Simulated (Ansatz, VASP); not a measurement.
# CdTe in VASP and in Ansatz

File INCAR:

```
PREC = Accurate
ENCUT = 520
EDIFF = 1E-6
ISMEAR = -1
SIGMA = 0.05
LREAL = False
LASPH = True
NELM = 150
ALGO = Normal
ISIF = 2
LWAVE = False
LCHARG = False
MAGMOM = 0 0 0 0 0 0
LORBIT = 11
LSORBIT = True
GGA_COMPAT = False
LORBMOM = True
GGA = PS
NBANDS = 30
```

The input KPOINTS:

```
Automatic mesh
0
Gamma
  7 7 7
```

POSCAR

```
CdTe
1.0
    0.0000000000      3.1616838793      3.1616838793
    3.1616838793      0.0000000000      3.1616838793
    3.1616838793      3.1616838793      0.0000000000
Te Cd
1 1
Direct
    0.7500000000      0.7500000000      0.7500000000
    0.0000000000      0.0000000000      0.0000000000
```

File input.yaml:

```yaml
crystal:
  lattice:
    - [0.0, 3.1616838793, 3.1616838793]
    - [3.1616838793, 0.0, 3.1616838793]
    - [3.1616838793, 3.1616838793, 0.0]
  atoms:
    - { symbol: Te, position: [0.75, 0.75, 0.75] }
    - { symbol: Cd, position: [0.0, 0.0, 0.0] }
hamiltonian:
  xc: pbesol
  pseudopotentials: { kind: paw_fr }
magnetization:
  noncollinear: true
  spin_orbit: true
kpoints:
  mp_grid: { grid: [7, 7, 7] }
scf:
  occupations: { method: fermi_dirac, width: 0.05 }
output:
  forces: true
  stress: true
  eigenvalues: true
```

Alike in both runs: task single point; functional PBEsol; k mesh 7 × 7 × 7; occupations fermi-dirac, width 0.05 eV; non-collinear spin, spin-orbit coupling.

```csv
,VASP,Ansatz
version,VASP 6.6.1,Ansatz 0.2.0
potentials or method,"VASP PAW PBE potentials, release 64 (Te, Cd)",Ansatz PAW
plane-wave cutoff (eV),520,420
valence electrons in the cell,18,36
```

```csv
,VASP,Ansatz,Ansatz less VASP
pressure (GPa),4.1,3.9,-0.25
net moment per atom (μB),0.00,0.00,0.000
```

VASP's potentials were made for PBE, not for PBEsol. VASP's potentials hold 18 valence electrons a cell and Ansatz's 36, so a difference there can come from the potentials and not from the codes.

Noted on Ansatz's run: odd divisions of the mesh miss points on the zone boundary, where band edges often lie, so the gap on the mesh can be too wide.
